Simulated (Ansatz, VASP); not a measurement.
# Ge in VASP and in Ansatz

```
Ge
1.0
     2.75989    0.00000    0.00000
    -1.37995    2.39014    0.00000
     0.00000    0.00000    4.69728
Ge
2
Direct
  0.33333 0.66667 0.25000
  0.66667 0.33333 0.75000
```

Change from the starting cell: volume scaled by 0.8, LAPW.

Alike in both runs: task single point; functional PBE; k mesh 14 × 14 × 8; occupations fermi-dirac, width 0.1 eV; no spin polarisation.

|  | VASP | Ansatz |
| --- | --- | --- |
| version | VASP 6.6.1 | Ansatz 0.2.0 |
| potentials or method | VASP PAW PBE potentials, release 64 (Ge_d), cutoff 520 eV | all-electron LAPW, scalar-relativistic |

```tsv
	VASP	Ansatz	Ansatz less VASP
pressure (GPa)	23.4	23.6	+0.20
```

Ansatz ran all-electron here, and VASP with PAW potentials.
